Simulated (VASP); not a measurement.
# SiO2 (P4_2/mnm) in VASP: single point with PBEsol

Aim: the single point of SiO2 with PBEsol.

Program: VASP 6.6.1. These are calculated values, not measurements. Logs are shortened: lines on timing, memory, paths and dates and some standing lists are left out, and cuts for length are marked.

### 1 The cell of the first run

Symmetry: P4_2/mnm, No. 136, tetragonal system. The conventional cell has a = 4.194 Å, b = 4.194 Å, c = 2.679 Å, α = 90.00°, β = 90.00°, γ = 90.00°. Si (site symmetry mmm) has 6 O at 1.77 to 1.82 Å within 2.3 Å. Within 2.3 Å of O (site symmetry m2m) lie 3 Si at 1.77 to 1.82 Å.

### 2 Single point, PBEsol

Input file INCAR:

```
ALGO = Normal
EDIFF = 1E-6
ENCUT = 520
GGA = PS
ISIF = 2
ISMEAR = -1
LASPH = T
LCHARG = F
LREAL = F
LWAVE = F
NBANDS = 25
NELM = 100
PREC = Accurate
SIGMA = 0.05
```

Input file KPOINTS:

```
k-points
0
Gamma
  4 4 6
```

Input file POSCAR:

```
SiO2
1.0
    4.1943057798      0.0000493752     -0.0000401839
    0.0000486713      4.1944451003      0.0000537088
   -0.0000254372      0.0000346946      2.6785830284
Si O
2 4
Direct
    0.4976385462      0.5052604296      0.4925713805
   -0.0023602731      0.0052615889     -0.0074258847
    0.6915970100      0.6992005863     -0.0074243402
    0.8036751116      0.1991998668      0.4925730712
    0.3036767514      0.3113156324     -0.0074249687
    0.1915961771      0.8113140166      0.4925783165
```

Potentials or basis: VASP PAW PBE potentials, release 64 (Si, O).

The run is started by

```sh
cat potpaw_PBE.64/Si/POTCAR potpaw_PBE.64/O/POTCAR > POTCAR
mpirun -np 1 vasp_std > vasp.out
```

OUTCAR:

```text
EDIFF = 1E-6
   ENCUT = 520
   GGA = PS
   ISIF = 2
   ISMEAR = -1
   LASPH = T
   LREAL = F
   NELM = 100
   PREC = Accurate

 ion  position               nearest neighbor table
   1  0.498  0.505  0.493-   3 1.77   5 1.77   3 1.77   5 1.77   6 1.82   4 1.82
   2  0.998  0.005  0.993-   4 1.77   6 1.77   6 1.77   4 1.77   5 1.82   3 1.82
   3  0.692  0.699  0.993-   1 1.77   1 1.77   2 1.82
   4  0.804  0.199  0.493-   2 1.77   2 1.77   1 1.82
   5  0.304  0.311  0.993-   1 1.77   1 1.77   2 1.82
   6  0.192  0.811  0.493-   2 1.77   2 1.77   1 1.82

  LATTYP: Found a simple monoclinic cell.
 ALAT       =     2.6785830287
 B/A-ratio  =     1.5658673766
 C/A-ratio  =     1.8580054364
 COS(beta)  =    -0.5382332657

  Lattice vectors:

 A1 = (  -0.0000254372,   0.0000346946,   2.6785830284)
 A2 = (  -4.1943057798,  -0.0000493752,   0.0000401839)
 A3 = (  -0.0000232341,  -4.1944797949,  -2.6786367372)

Analysis of symmetry for initial positions (statically):
=====================================================================
 Subroutine PRICEL returns:
 Original cell was already a primitive cell.

 Routine SETGRP: Setting up the symmetry group for a
 simple monoclinic supercell.

 Subroutine GETGRP returns: Found  2 space group operations
 (whereof  1 operations were pure point group operations)
 out of a pool of  4 trial point group operations.

The static configuration has the point symmetry C_1 .
 The point group associated with its full space group is C_1h.

Analysis of symmetry for dynamics (positions and initial velocities):
=====================================================================
 Subroutine PRICEL returns:
 Original cell was already a primitive cell.

 Routine SETGRP: Setting up the symmetry group for a
 simple monoclinic supercell.

 Subroutine GETGRP returns: Found  2 space group operations
 (whereof  1 operations were pure point group operations)
 out of a pool of  4 trial point group operations.

The dynamic configuration has the point symmetry C_1 .
 The point group associated with its full space group is C_1h.

 Subroutine INISYM returns: Found  2 space group operations
 (whereof  1 operations are pure point group operations),
 and found     1 'primitive' translations

----------------------------------------------------------------------------------------

                                     Primitive cell

  volume of cell :      47.1237

  direct lattice vectors                    reciprocal lattice vectors
     4.194305780  0.000049375 -0.000040184     0.238418478 -0.000002767  0.000002264
     0.000048671  4.194445100  0.000053709    -0.000002807  0.238410559 -0.000003088
    -0.000025437  0.000034695  2.678583028     0.000003577 -0.000004780  0.373331717

  length of vectors
     4.194305780  4.194445101  2.678583029     0.238418478  0.238410559  0.373331717

  position of ions in fractional coordinates (direct lattice)
     0.497638546  0.505260430  0.492571381
     0.997639727  0.005261589  0.992574115
     0.691597010  0.699200586  0.992575660
     0.803675112  0.199199867  0.492573071
     0.303676751  0.311315632  0.992575031
     0.191596177  0.811314017  0.492578317

  ion indices of the primitive-cell ions
   primitive index   ion index
                 1           1
                 2           2
                 3           3
                 4           4
                 5           5
                 6           6

----------------------------------------------------------------------------------------

 KPOINTS: k-points

Automatic generation of k-mesh.
 Grid dimensions read from file:
 generate k-points for:    4    4    6

 Generating k-lattice:

  Cartesian coordinates                     Fractional coordinates (reciprocal lattice)
     0.059604619 -0.000000692  0.000000566     0.250000000 -0.000000000  0.000000000
    -0.000000702  0.059602640 -0.000000772     0.000000000  0.250000000  0.000000000
     0.000000596 -0.000000797  0.062221953    -0.000000000  0.000000000  0.166666667

  Length of vectors
     0.059604620  0.059602640  0.062221953

  Shift w.r.t. Gamma in fractional coordinates (k-lattice)
     0.000000000  0.000000000  0.000000000

 Subroutine IBZKPT returns following result:
 ===========================================

 Found     42 irreducible k-points:

 Following reciprocal coordinates:
            Coordinates               Weight
  0.000000  0.000000  0.000000      1.000000
  0.250000  0.000000 -0.000000      2.000000
  0.500000  0.000000 -0.000000      1.000000
  0.000000  0.250000  0.000000      2.000000
  0.250000  0.250000 -0.000000      4.000000
  0.500000  0.250000 -0.000000      2.000000
[... 16 lines left out ...]
  0.250000 -0.000000  0.333333      4.000000
  0.500000  0.000000  0.333333      2.000000
 [... further k-points ...]
   k-points           NKPTS =     42   k-points in BZ     NKDIM =     42   number of bands    NBANDS=     25
   number of dos      NEDOS =    301   number of ions     NIONS =      6
   total plane-waves  NPLWV =  20480
   dimension x,y,z NGX =    32 NGY =   32 NGZ =   20
   dimension x,y,z NGXF=    64 NGYF=   64 NGZF=   40
   ions per type =               2   4
   NGX,Y,Z   is equivalent  to a cutoff of  12.68, 12.68, 12.41 a.u.
   NGXF,Y,Z  is equivalent  to a cutoff of  25.37, 25.37, 24.83 a.u.
 SYSTEM =  unknown system
   PREC   = accura    normal or accurate (medium, high low for compatibility)
   ISTART =      0    job   : 0-new  1-cont  2-samecut
   ICHARG =      2    charge: 1-file 2-atom 10-const
   ISPIN  =      1    spin polarized calculation?
   LNONCOLLINEAR =      F non collinear calculations
   LSORBIT =      F    spin-orbit coupling
   LASPH  =      T    aspherical Exc in radial PAW
   ENCUT  =  520.0 eV  38.22 Ry    6.18 a.u.   7.80  7.80  4.98*2*pi/ulx,y,z
   NELM   =    100;   NELMIN=  2; NELMDL= -5     # of ELM steps
   EDIFF  = 0.1E-05   stopping-criterion for ELM
   LREAL  =      F    real-space projection
   EDIFFG = 0.1E-04   stopping-criterion for IOM
   NSW    =      0    number of steps for IOM
   IBRION =     -1    ionic relax: 0-MD 1-quasi-New 2-CG
   NFREE  =      0    steps in history (QN), initial steepest desc. (CG)
   ISIF   =      2    stress and relaxation
   ISYM   =      2    0-nonsym 1-usesym 2-fastsym
   POTIM  = 0.5000    time-step for ionic-motion
   TEBEG  =    0.0;   TEEND  =   0.0 temperature during run
   PSTRESS=    0.0 pullay stress
   NELECT =      32.0000    total number of electrons
   NUPDOWN=      -1.0000    fix difference up-down
   EMIN   =  10.00;   EMAX   =-10.00  energy-range for DOS
   EFERMI =   0.00;   METHOD = LEGACY
   ISMEAR =    -1;   SIGMA  =   0.05  broadening in eV -4-tet -1-fermi 0-gaus
   EFERMI_NEDOS =   21; number of points for ismear=-14 and -15
   IALGO  =     38    algorithm
   IMIX   =      4    mixing-type and parameters
     AMIX     =   0.40;   BMIX     =  1.00
     AMIX_MAG =   1.60;   BMIX_MAG =  1.00
  volume/ion in A,a.u.               =       7.85        53.00
  Fermi-wavevector in a.u.,A,eV,Ry     =   1.438947  2.719216 28.171810  2.070570
  Thomas-Fermi vector in A             =   2.557858
   LORBIT       =      0    0 simple, 1 ext, 2 COOP (PROOUT), +10 PAW based schemes
   GGA     = PS    functional components
   LHFCALC =     F    Hartree Fock is set to
   AEXX    =    0.0000 exact exchange contribution
   IVDW    =     0    specifies the selected vdW correction
   LEPSILON=     F    determine dielectric tensor
   LRPA    =     F    only Hartree local field effects (RPA)
 non-spin polarized calculation
  energy-cutoff  :      520.00
  volume of cell :       47.12
 maximum number of plane-waves:      1282
 NGX is ok and might be reduce to    32
   NGX = 15   NGY = 15   NGZ =  9

 number of electron      32.0000001 magnetization

 Free energy of the ion-electron system (eV)
  ---------------------------------------------------
  ext. energy  EPLUGINS =         0.00000000
  ---------------------------------------------------
  free energy    TOTEN  =       -48.98487549 eV

  energy without entropy =      -48.98487549  energy(sigma->0) =      -48.98487549

 E-fermi :   8.9933     XC(G=0): -12.4678

 val. band max:        8.0072037539   @ k =   0.0000   0.0000   0.0000
 cond. band min:      13.3676876755   @ k =   0.0000   0.0000   0.0000
 fundamental gap:      5.3604839217
 Fermi energy:         8.9933145612

 k-point     1 :       0.0000    0.0000    0.0000
  band No.  band energies     occupation
      1     -14.4439      2.00000
      2     -10.8128      2.00000
      3     -10.8122      2.00000
      4     -10.5827      2.00000
      5      -2.8592      2.00000
      6       1.5713      2.00000
[... 17 lines left out ...]
     24      22.0236      0.00000
     25      23.5209      0.00000

 k-point     2 :       0.2500    0.0000   -0.0000
  band No.  band energies     occupation
      1     -14.1203      2.00000
      2     -11.9191      2.00000
      3     -10.6525      2.00000
      4     -10.1374      2.00000
      5      -2.4326      2.00000
      6       0.2638      2.00000
[... 17 lines left out ...]
     24      21.2835      0.00000
     25      23.0997      0.00000

 k-point     3 :       0.5000    0.0000   -0.0000
  band No.  band energies     occupation
      1     -13.2081      2.00000
      2     -13.2079      2.00000
      3     -10.2954      2.00000
      4     -10.2953      2.00000
      5      -1.3182      2.00000
      6      -1.3178      2.00000
[... 552 lines left out ...]
 k-point    23 :       0.2500   -0.0000    0.3333
  band No.  band energies     occupation
      1     -12.8085      2.00000
      2     -11.2383      2.00000
      3     -10.1902      2.00000
      4     -10.1701      2.00000
      5      -1.9282      2.00000
      6      -0.0862      2.00000
[... 17 lines left out ...]
     24      21.3787      0.00000
     25      21.4777      0.00000

 k-point    24 :       0.5000    0.0000    0.3333
  band No.  band energies     occupation
      1     -12.0989      2.00000
      2     -12.0986      2.00000
      3     -10.1453      2.00000
      4     -10.1449      2.00000
      5      -0.6658      2.00000
      6      -0.6656      2.00000
[... 17 lines left out ...]
     24      21.1935      0.00000
     25      21.5481      0.00000

 [... further k-points ...]
[... 5 lines left out ...]
  --------------------------------------------------------------------------------------
  -------------------------------------------------------------------------------------
  Total        0.1163079      0.1134886      0.3787665      0.0000027     -0.0020449     -0.0000047
  in kB        3.9543957      3.8585420     12.8778216      0.0000920     -0.0695245     -0.0001610
  external PRESSURE =       6.8969198 kB  Pullay stress =       0.0000000 kB

 VOLUME and BASIS-vectors are now :
 -----------------------------------------------------------------------------
  energy-cutoff  :      520.00
  volume of cell :       47.12
      direct lattice vectors                 reciprocal lattice vectors
     4.194305780  0.000049375 -0.000040184     0.238418478 -0.000002767  0.000002264
     0.000048671  4.194445100  0.000053709    -0.000002807  0.238410559 -0.000003088
    -0.000025437  0.000034695  2.678583028     0.000003577 -0.000004780  0.373331717

 POSITION                                       TOTAL-FORCE (eV/Angst)
 -----------------------------------------------------------------------------------
      2.08726      2.11933      1.31940         0.000026     -0.000129      0.000408
      4.18438      0.02215      2.65865        -0.000026     -0.000129      0.000408
      2.90078      2.93283      2.65871         0.024144      0.024185     -0.000292
      3.37086      0.83559      1.31938        -0.024144      0.024185     -0.000292
      1.27370      1.30585      2.65870        -0.024112     -0.024057     -0.000115
      0.80364      3.40304      1.31945         0.024112     -0.024056     -0.000116
 -----------------------------------------------------------------------------------
    total drift:                                0.053033     -0.000287     -0.001205

  FREE ENERGIE OF THE ION-ELECTRON SYSTEM (eV)
  ---------------------------------------------------
  free  energy   TOTEN  =       -48.9848754907 eV

  energy  without entropy=      -48.9848754907  energy(sigma->0) =      -48.98487549
```

Run time: 22 s. Hardware: 1 thread of AMD EPYC 9R14 (Zen 4), shared host; peak memory 0.14 GiB.

Results:

```yaml
Free_energy: -48.9849 eV
Pressure: 0.7 GPa
Largest_force: 0.034 eV/Å
Band_gap_on_the_k_mesh: 5.36 eV, direct
```

Forces on the atoms (eV/Å):
```
Si   0.000  0.000  0.000
Si   0.000  0.000  0.000
O    0.024  0.024  0.000
O   -0.024  0.024  0.000
O   -0.024 -0.024  0.000
O    0.024 -0.024  0.000
```

Levels at points of the mesh, in eV from the valence-band top:
```
           k point  band 12  band 13  band 14  band 15  band 16  band 17  band 18  band 19  band 20  band 21
(0.00, 0.00, 0.00)    -3.13    -2.52    -0.88    -0.88     0.00     5.36     6.47     8.24     8.24    10.83
(0.50, 0.00, 0.00)    -3.88    -2.69    -2.69    -1.07    -1.07     7.50     7.50     8.82     8.82    10.82
(0.00, 0.50, 0.00)    -3.88    -2.69    -2.69    -1.07    -1.07     7.50     7.50     8.82     8.82    10.82
(0.50, 0.50, 0.00)    -3.26    -2.68    -2.68    -2.27    -2.27     7.19     7.19     9.81     9.81    12.91
(0.00, 0.00, 0.50)    -4.63    -3.09    -3.09    -2.68    -2.68     8.87     8.87    12.34    12.34    12.50
(0.50, 0.00, 0.50)    -3.99    -2.28    -2.28    -1.76    -1.76     8.57     8.57     9.61     9.61    12.00
(0.00, 0.50, 0.50)    -3.99    -2.28    -2.28    -1.76    -1.76     8.57     8.57     9.61     9.61    12.00
(0.50, 0.50, 0.50)    -4.49    -1.77    -1.77    -1.55    -1.55     6.96     6.96    10.74    10.74    11.46
```

Caveat: the PAW data sets were made with another functional, which shifts forces and pressure a little.
